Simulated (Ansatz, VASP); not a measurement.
**Two plane-wave programs on TlCl**

File POSCAR:

```
TlCl
1.0
    3.9513216749      0.0000000000      0.0000000000
    0.0000000000      3.9513216749      0.0000000000
    0.0000000000      0.0000000000      3.9513216749
Tl Cl
1 1
Direct
    0.0000000000      0.0000000000      0.0000000000
    0.5000000000      0.5000000000      0.5000000000
```

INCAR.step1

```
PREC     = Accurate       # precision mode
ENCUT    = 400            # plane-wave cutoff, eV
EDIFF    = 1E-5           # SCF threshold, eV
ISMEAR   = -1             # smearing method
SIGMA    = 0.05           # smearing width, eV
LREAL    = F              # projectors in reciprocal space
LASPH    = T              # aspherical terms in the spheres
NELM     = 120            # most SCF steps
ALGO     = Normal         # electronic algorithm
ISIF     = 2              # what is computed and relaxed
LWAVE    = T              # write WAVECAR
LCHARG   = F              # write CHGCAR
NBANDS   = 17             # bands
GGA      = PE             # functional
GGA_COMPAT= F
```

File INCAR.step2:

```
PREC     = Accurate       # precision mode
ENCUT    = 400            # plane-wave cutoff, eV
EDIFF    = 1E-6           # SCF threshold, eV
ISMEAR   = -1             # smearing method
SIGMA    = 0.05           # smearing width, eV
LREAL    = F              # projectors in reciprocal space
LASPH    = T              # aspherical terms in the spheres
NELM     = 120            # most SCF steps
ALGO     = Normal         # electronic algorithm
ISIF     = 2              # what is computed and relaxed
LWAVE    = F              # write WAVECAR
LCHARG   = F              # write CHGCAR
GGA      = PE             # functional
LHFCALC  = T              # exact exchange
HFSCREEN = 0.2079         # screening, 1/A
PRECFOCK = Normal       
NBANDS   = 17             # bands
ISTART   = 1            
GGA_COMPAT= F
```

Contents of KPOINTS:

```
Automatic mesh
0
Gamma
  4 4 4
```

Input for Ansatz:

```yaml
crystal:
  lattice:
    - [3.951321674899, 0.0, 0.0]
    - [0.0, 3.951321674899, 0.0]
    - [0.0, 0.0, 3.951321674899]
  atoms:
    - { symbol: Tl, position: [0.0, 0.0, 0.0] }
    - { symbol: Cl, position: [0.5, 0.5, 0.5] }
kpoints:
  mp_grid: { grid: [4, 4, 4] }
hamiltonian:
  xc: hse06
  pseudopotentials: { kind: paw, source: ansatz }
scf:
  occupations: { method: fermi_dirac, width: 0.05 }
  convergence: { dr2_threshold: "1e-10 eV" }
  exx: { energy_threshold: "2e-8 eV", singularity: regularized }
output:
  forces: true
  stress: true
  eigenvalues: true
```

Alike in both runs: task single point; functional HSE06; k mesh 4 × 4 × 4; occupations fermi-dirac, width 0.05 eV; no spin polarisation.

```csv
,VASP,Ansatz
version,VASP 6.6.1,Ansatz 0.2.0 development build
potentials or method,"VASP PAW PBE potentials, release 64 (Tl_d, Cl)",plane waves
plane-wave cutoff (eV),400,660
valence electrons in the cell,20,28
```

|  | VASP | Ansatz | Ansatz less VASP |
| --- | --- | --- | --- |
| gap on the k mesh at the Fermi level (eV) | 3.10 | 3.10 | -0.001 |

VASP's potentials hold 20 valence electrons a cell and Ansatz's 28, so a difference there can come from the potentials and not from the codes.

Neither program's run includes spin-orbit coupling.
